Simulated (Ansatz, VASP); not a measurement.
This is a calculation of CdSe for Ansatz 0.2.0.

input.yaml

```yaml
crystal:
  lattice:
    - [0.0, 3.0702711986, 3.0702711986]
    - [3.0702711986, 0.0, 3.0702711986]
    - [3.0702711986, 3.0702711986, 0.0]
  atoms:
    - { symbol: Cd, position: [0.0, 0.0, 0.0] }
    - { symbol: Se, position: [0.25, 0.25, 0.25] }
hamiltonian:
  xc: pbe
  pseudopotentials: { kind: paw }
  dispersion: d3bj
kpoints:
  mp_grid: { grid: [8, 8, 8] }
scf:
  occupations: { method: fermi_dirac, width: 0.05 }
output:
  forces: true
  stress: true
relax:
  f_tol: 0.01
  max_steps: 40
  cell: { stress_tol: 0.05 }
```

Potentials or basis: Ansatz PAW.

Run with:

```bash
$ ansatz run input.yaml --threads 2 --pin off --max-ram 5632MiB --backend cpu --events-out ev --progress --plain --runs-dir out
```

Task: Translate it to VASP 6.6.1. Potentials there: VASP PAW PBE potentials, release 64 (Cd, Se).

Result: As run (the cutoff follows the program's own potentials):

The input INCAR:

```
SYSTEM = CdSe
PREC     = Accurate       ! precision mode
ENCUT    = 600            ! plane-wave cutoff, eV
EDIFF    = 1E-6           ! SCF threshold, eV
ISMEAR   = -1             ! smearing method
SIGMA    = 0.05           ! smearing width, eV
LREAL    = .False.        ! projectors in reciprocal space
LASPH    = .True.         ! aspherical terms in the spheres
NELM     = 100            ! most SCF steps
ALGO     = Normal         ! electronic algorithm
ISIF     = 3              ! what is computed and relaxed
LWAVE    = .False.        ! write WAVECAR
LCHARG   = .False.        ! write CHGCAR
GGA      = PE             ! functional
IVDW     = 12             ! dispersion correction
IBRION   = 2              ! ionic algorithm
NSW      = 60             ! ionic steps
EDIFFG   = -0.01          ! ionic threshold
```

Contents of KPOINTS:

```
regular mesh
0
Gamma
  8 8 8
  0 0 0
```

File POSCAR:

```
CdSe
1.0
    0.0000000000      3.0702711986      3.0702711986
    3.0702711986      0.0000000000      3.0702711986
    3.0702711986      3.0702711986      0.0000000000
Cd Se
1 1
Direct
    0.0000000000      0.0000000000      0.0000000000
    0.2500000000      0.2500000000      0.2500000000
```

Potentials or basis: VASP PAW PBE potentials, release 64 (Cd, Se).

Run with:

```console
$ cat potpaw_PBE.64/Cd/POTCAR potpaw_PBE.64/Se/POTCAR > POTCAR
$ mpirun -np 1 vasp_std > vasp.out
```

Both were run:

|  | VASP | Ansatz | Ansatz less VASP |
| --- | --- | --- | --- |
| relaxed volume (Å³/atom) | 28.68 | 28.54 | -0.141 |
| relaxed cell length with the largest relative difference (Å) | 4.329 | 4.322 | -0.0071 |

VASP's potentials hold 18 valence electrons a cell and Ansatz's 36, so a difference there can come from the potentials and not from the codes.

Noted on Ansatz's run: the plane-wave basis is chosen anew once the cell has moved, so the energies of steps on either side of that aren't comparable.
